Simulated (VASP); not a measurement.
# NiSb (P6_3/mmc) in VASP: further runs

Runs on NiSb. Level: r2SCAN. Tasks: single point.

All numbers are computed with VASP 6.6.1; they aren't measurements. Logs are shortened: lines on timing, memory, paths and dates and some standing lists are left out, and cuts for length are marked.

## Step 1: The cell of the first run

Symmetry: P6_3/mmc, No. 194, hexagonal system. The conventional cell has a = 3.931 Å, b = 3.931 Å, c = 5.120 Å, α = 90.00°, β = 90.00°, γ = 120.00°. Ni (site symmetry -3m) has 2 Ni at 2.56 Å and 6 Sb at 2.61 Å within 3.4 Å. Sb (site symmetry -6m2) has 6 Ni at 2.61 Å and 6 Sb at 3.42 Å within 3.5 Å.

## Step 2: Single point, r2SCAN

POSCAR

```
NiSb
1.0
    3.9308778522      0.0000000000      0.0000000000
   -1.9654389261      3.4042400792      0.0000000000
    0.0000000000      0.0000000000      5.1204995094
Ni Sb
2 2
Direct
    0.0000000000      0.0000000000      0.0000000000
    0.0000000000      0.0000000000      0.5000000000
    0.3333333333      0.6666666667      0.2500000000
    0.6666666667      0.3333333333      0.7500000000
```

INCAR.step1

```
SYSTEM = NiSb
PREC     = Accurate       ! precision mode
ENCUT    = 520            ! plane-wave cutoff, eV
ISMEAR   = 0              ! smearing method
SIGMA    = 0.1            ! smearing width, eV
LREAL    = .False.        ! projectors in reciprocal space
LASPH    = .True.         ! aspherical terms in the spheres
NELM     = 100            ! most SCF steps
NBANDS   = 23             ! bands
GGA      = PE             ! functional
ALGO     = Normal         ! electronic algorithm
EDIFF    = 1E-4           ! SCF threshold, eV
LWAVE    = .True.         ! write WAVECAR
LCHARG   = .False.        ! write CHGCAR
```

INCAR.step2

```
SYSTEM = NiSb
PREC     = Accurate       ! precision mode
ENCUT    = 520            ! plane-wave cutoff, eV
EDIFF    = 1E-6           ! SCF threshold, eV
ISMEAR   = 0              ! smearing method
SIGMA    = 0.1            ! smearing width, eV
LREAL    = .False.        ! projectors in reciprocal space
LASPH    = .True.         ! aspherical terms in the spheres
NELM     = 100            ! most SCF steps
ALGO     = Normal         ! electronic algorithm
ISIF     = 2              ! what is computed and relaxed
LWAVE    = .False.        ! write WAVECAR
LCHARG   = .False.        ! write CHGCAR
METAGGA  = R2SCAN         ! meta-GGA
LMIXTAU  = .True.       
NBANDS   = 23             ! bands
ISTART   = 1
```

KPOINTS

```
regular mesh
0
Gamma
  12 12 8
  0 0 0
```

Potentials or basis: VASP PAW PBE potentials, release 64 (Ni, Sb).

Started as:

```bash
> cat potpaw_PBE.64/Ni/POTCAR potpaw_PBE.64/Sb/POTCAR > POTCAR
> cp INCAR.step1 INCAR
> mpirun -np 1 vasp_std > vasp.out
> cp INCAR.step2 INCAR
> mpirun -np 1 vasp_std > vasp.out
```

OUTCAR:

```text
SYSTEM = NiSb
   PREC = Accurate
   ENCUT = 520
   EDIFF = 1E-6
   ISMEAR = 0
   LREAL = .False.
   LASPH = .True.
   NELM = 100
   ISIF = 2
   METAGGA = R2SCAN
   ISTART = 1

 ion  position               nearest neighbor table
   1  0.000  0.000  0.000-   2 2.56   2 2.56   4 2.61   3 2.61   4 2.61   3 2.61   4 2.61   3 2.61

   2  0.000  0.000  0.500-   1 2.56   1 2.56   4 2.61   3 2.61   4 2.61   3 2.61   4 2.61   3 2.61

   3  0.333  0.667  0.250-   1 2.61   2 2.61   1 2.61   2 2.61   1 2.61   2 2.61   4 3.42   4 3.42
                             4 3.42   4 3.42   4 3.42   4 3.42
   4  0.667  0.333  0.750-   1 2.61   2 2.61   1 2.61   2 2.61   1 2.61   2 2.61   3 3.42   3 3.42
                             3 3.42   3 3.42   3 3.42   3 3.42

  LATTYP: Found a hexagonal cell.
 ALAT       =     3.9308778522
 C/A-ratio  =     1.3026351115

  Lattice vectors:

 A1 = (   3.9308778522,   0.0000000000,   0.0000000000)
 A2 = (  -1.9654389261,   3.4042400792,   0.0000000000)
 A3 = (   0.0000000000,   0.0000000000,   5.1204995094)

Analysis of symmetry for initial positions (statically):
=====================================================================
 Subroutine PRICEL returns:
 Original cell was already a primitive cell.

 Routine SETGRP: Setting up the symmetry group for a
 hexagonal supercell.

 Subroutine GETGRP returns: Found 24 space group operations
 (whereof 12 operations were pure point group operations)
 out of a pool of 24 trial point group operations.

The static configuration has the point symmetry D_3d.
 The point group associated with its full space group is D_6h.

Analysis of symmetry for dynamics (positions and initial velocities):
=====================================================================
 Subroutine PRICEL returns:
 Original cell was already a primitive cell.

 Routine SETGRP: Setting up the symmetry group for a
 hexagonal supercell.

 Subroutine GETGRP returns: Found 24 space group operations
 (whereof 12 operations were pure point group operations)
 out of a pool of 24 trial point group operations.

The dynamic configuration has the point symmetry D_3d.
 The point group associated with its full space group is D_6h.

 Subroutine INISYM returns: Found 24 space group operations
 (whereof 12 operations are pure point group operations),
 and found     1 'primitive' translations
[... 95 lines left out ...]
   LSORBIT =      F    spin-orbit coupling
   LASPH  =      T    aspherical Exc in radial PAW
   ENCUT  =  520.0 eV  38.22 Ry    6.18 a.u.   7.31  7.31  9.52*2*pi/ulx,y,z
   NELM   =    100;   NELMIN=  2; NELMDL=  0     # of ELM steps
   EDIFF  = 0.1E-05   stopping-criterion for ELM
   LREAL  =      F    real-space projection
   EDIFFG = 0.1E-04   stopping-criterion for IOM
   NSW    =      0    number of steps for IOM
   IBRION =     -1    ionic relax: 0-MD 1-quasi-New 2-CG
   NFREE  =      0    steps in history (QN), initial steepest desc. (CG)
   ISIF   =      2    stress and relaxation
   ISYM   =      2    0-nonsym 1-usesym 2-fastsym
   POTIM  = 0.5000    time-step for ionic-motion
   TEBEG  =    0.0;   TEEND  =   0.0 temperature during run
   PSTRESS=    0.0 pullay stress
   NELECT =      30.0000    total number of electrons
   NUPDOWN=      -1.0000    fix difference up-down
   EMIN   =  10.00;   EMAX   =-10.00  energy-range for DOS
   EFERMI =   0.00;   METHOD = LEGACY
   ISMEAR =     0;   SIGMA  =   0.10  broadening in eV -4-tet -1-fermi 0-gaus
   EFERMI_NEDOS =   21; number of points for ismear=-14 and -15
   IALGO  =     38    algorithm
   IMIX   =      4    mixing-type and parameters
     AMIX     =   0.40;   BMIX     =  1.00
     AMIX_MAG =   1.60;   BMIX_MAG =  1.00
  volume/ion in A,a.u.               =      17.13       115.60
  Fermi-wavevector in a.u.,A,eV,Ry     =   1.243105  2.349128 21.025228  1.545311
  Thomas-Fermi vector in A             =   2.377431
   LORBIT       =      0    0 simple, 1 ext, 2 COOP (PROOUT), +10 PAW based schemes
   METAGGA = R2SCAN    functional components
   LHFCALC =     F    Hartree Fock is set to
   AEXX    =    0.0000 exact exchange contribution
   IVDW    =     0    specifies the selected vdW correction
   LEPSILON=     F    determine dielectric tensor
   LRPA    =     F    only Hartree local field effects (RPA)
 non-spin polarized calculation
 Gauss-broadening in eV      SIGMA  =   0.10
  energy-cutoff  :      520.00
  volume of cell :       68.52
 maximum number of plane-waves:      1892
 NGX is ok and might be reduce to    30
   NGX = 15   NGY = 15   NGZ = 19

 number of electron      30.0000034 magnetization

 Free energy of the ion-electron system (eV)
  ---------------------------------------------------
  ext. energy  EPLUGINS =         0.00000000
  ---------------------------------------------------
  free energy    TOTEN  =       -76.36716403 eV

  energy without entropy =      -76.36017723  energy(sigma->0) =      -76.36367063

 E-fermi :   9.9758     XC(G=0): -12.2609

 val. band max:        9.9430066755   @ k =   0.4167   0.0000   0.1250
 cond. band min:       9.9808187182   @ k =   0.1667   0.0000   0.5000
 fundamental gap:      0.0378120428
 Fermi energy:         9.9757561303

 k-point     1 :       0.0000    0.0000    0.0000
  band No.  band energies     occupation
      1      -3.6130      2.00000
      2       1.2502      2.00000
      3       3.3518      2.00000
      4       5.8319      2.00000
      5       5.8320      2.00000
      6       6.6590      2.00000
[... 613 lines left out ...]
     22      17.4584      0.00000
     23      19.3710      0.00000

 [... further k-points ...]

------------------------ aborting loop because EDIFF is reached ----------------------------------------

  FORCE on cell =-STRESS in cart. coord.  units (eV):
  Direction    XX          YY          ZZ          XY          YZ          ZX
  --------------------------------------------------------------------------------------
  -------------------------------------------------------------------------------------
  Total       -0.0223113     -0.0223113      0.0284503      0.0000000      0.0000000      0.0000000
  in kB       -0.5216908     -0.5216908      0.6652346      0.0000000      0.0000000      0.0000000
  external PRESSURE =      -0.1260490 kB  Pullay stress =       0.0000000 kB

 VOLUME and BASIS-vectors are now :
 -----------------------------------------------------------------------------
  energy-cutoff  :      520.00
  volume of cell :       68.52
      direct lattice vectors                 reciprocal lattice vectors
     3.930877852  0.000000000  0.000000000     0.254396101  0.146875658  0.000000000
    -1.965438926  3.404240079  0.000000000     0.000000000  0.293751315  0.000000000
     0.000000000  0.000000000  5.120499509     0.000000000  0.000000000  0.195293447

 POSITION                                       TOTAL-FORCE (eV/Angst)
 -----------------------------------------------------------------------------------
      0.00000      0.00000      0.00000         0.000000      0.000000     -0.000000
      0.00000      0.00000      2.56025         0.000000      0.000000     -0.000000
     -0.00000      2.26949      1.28012         0.000000      0.000000     -0.000000
      1.96544      1.13475      3.84037        -0.000000      0.000000      0.000000
 -----------------------------------------------------------------------------------
    total drift:                                0.000000     -0.000000     -0.000000

  FREE ENERGIE OF THE ION-ELECTRON SYSTEM (eV)
  ---------------------------------------------------
  free  energy   TOTEN  =       -76.3671640269 eV

  energy  without entropy=      -76.3601772276  energy(sigma->0) =      -76.36367063
```

OUTCAR.step1:

```text
SYSTEM = NiSb
   PREC = Accurate
   ENCUT = 520
   ISMEAR = 0
   LREAL = .False.
   LASPH = .True.
   NELM = 100
[... 859 lines left out ...]
      0.00000      0.00000      2.56025        -0.000000      0.000000     -0.000000
     -0.00000      2.26949      1.28012         0.000000     -0.000000     -0.000000
      1.96544      1.13475      3.84037        -0.000000      0.000000      0.000000
 -----------------------------------------------------------------------------------
    total drift:                                0.000000     -0.000000     -0.000000

  FREE ENERGIE OF THE ION-ELECTRON SYSTEM (eV)
  ---------------------------------------------------
  free  energy   TOTEN  =       -20.2946252510 eV

  energy  without entropy=      -20.2867299744  energy(sigma->0) =      -20.29067761
```

OSZICAR.step1:

```text
N       E                     dE             d eps       ncg     rms          rms(c)
DAV:   1     0.170284753275E+03    0.17028E+03   -0.12238E+04  4370   0.134E+03
DAV:   2    -0.125657338938E+02   -0.18285E+03   -0.17412E+03  4496   0.281E+02
DAV:   3    -0.215214622308E+02   -0.89557E+01   -0.87199E+01  5400   0.763E+01
DAV:   4    -0.217061011366E+02   -0.18464E+00   -0.18423E+00  4931   0.103E+01
DAV:   5    -0.217124922466E+02   -0.63911E-02   -0.63907E-02  5787   0.202E+00    0.132E+01
DAV:   6    -0.243004908860E+02   -0.25880E+01   -0.25277E+01  4993   0.893E+01    0.173E+01
DAV:   7    -0.203286049892E+02    0.39719E+01   -0.10042E+01  5168   0.630E+01    0.333E+00
DAV:   8    -0.203417876715E+02   -0.13183E-01   -0.87303E-01  6346   0.844E+00    0.243E+00
DAV:   9    -0.202945804269E+02    0.47207E-01   -0.17106E-01  5091   0.676E+00    0.446E-01
DAV:  10    -0.202948118684E+02   -0.23144E-03   -0.51248E-03  5136   0.662E-01    0.349E-01
DAV:  11    -0.202946578242E+02    0.15404E-03   -0.70603E-04  4708   0.190E-01    0.866E-02
DAV:  12    -0.202946252510E+02    0.32573E-04   -0.18279E-04  3686   0.225E-01
   1 F= -.20294625E+02 E0= -.20290678E+02  d E =-.789528E-02
```

It took 15 min on 1 thread of Oxide Virtual Turin-like, shared host; peak memory 0.26 GiB.

Results:

```yaml
Free_energy: -76.3672 eV
Pressure: 0.0 GPa
Band_gap_on_the_k_mesh: zero (bands 15 and 16 overlap by 3.56 eV)
```

Caveat: the PAW data sets were made with another functional, which shifts forces and pressure a little; spin-orbit coupling is left out, which moves the levels of the heavy elements.

## Step 3: Single point, r2SCAN (17.64 Å³/atom)

This run uses another cell than the first one, of 17.64 Å³/atom.

POSCAR

```
NiSb
1.0
    3.9697999662      0.0000000000      0.0000000000
   -1.9848999831      3.4379476187      0.0000000000
    0.0000000000      0.0000000000      5.1712008217
Ni Sb
2 2
Direct
    0.0000000000      0.0000000000      0.0000000000
    0.0000000000      0.0000000000      0.5000000000
    0.3333333333      0.6666666667      0.2500000000
    0.6666666667      0.3333333333      0.7500000000
```

INCAR.step1

```
PREC = Accurate ; ENCUT = 520
ISMEAR = 0 ; SIGMA = 0.1
LREAL = F ; LASPH = T
NELM = 100 ; NBANDS = 23
GGA = PE ; ALGO = Normal
EDIFF = 1E-4 ; LWAVE = T
LCHARG = F
```

INCAR.step2

```
PREC = Accurate ; ENCUT = 520
EDIFF = 1E-7 ; ISMEAR = 0
SIGMA = 0.1 ; LREAL = F
LASPH = T ; NELM = 100
ALGO = Normal ; ISIF = 2
LWAVE = F ; LCHARG = F
METAGGA = R2SCAN ; LMIXTAU = T
NBANDS = 23 ; ISTART = 1
```

KPOINTS

```
regular mesh
0
Gamma
  12 12 8
```

Potentials or basis: VASP PAW PBE potentials, release 64 (Ni, Sb).

Started as:

```bash
> cat potpaw_PBE.64/Ni/POTCAR potpaw_PBE.64/Sb/POTCAR > POTCAR
> cp INCAR.step1 INCAR
> mpirun -np 1 vasp_std > vasp.out
> cp INCAR.step2 INCAR
> mpirun -np 1 vasp_std > vasp.out
```

Wall time 10 min (1 thread of Oxide Virtual Turin-like, shared host); peak memory 0.26 GiB.

It converged, with:

| Property | Result |
| --- | --- |
| Free energy | -76.3444 eV |
| Pressure | -3.4 GPa |
| Band gap on the k mesh | zero (bands 15 and 16 overlap by 3.43 eV) |

Stress tensor (GPa, compression positive):
```
-3.52  0.00  0.00
 0.00 -3.52  0.00
 0.00  0.00 -3.31
```

Levels at points of the mesh, in eV from the Fermi level:
```csv
k point,band 13,band 14,band 15,band 16,band 17,band 18
"(0.00, 0.00, 0.00)",-0.09,0.52,0.52,2.46,2.46,3.49
"(0.50, 0.00, 0.00)",-1.62,-1.44,-1.36,-0.33,1.12,3.65
"(0.00, 0.00, 0.50)",0.26,0.26,2.06,2.06,2.06,2.06
"(0.50, 0.00, 0.50)",-1.87,-1.87,0.17,0.17,1.72,1.72
```

Caveat: the cell stands under tension; the PAW data sets were made with another functional, which shifts forces and pressure a little; spin-orbit coupling is left out, which moves the levels of the heavy elements.
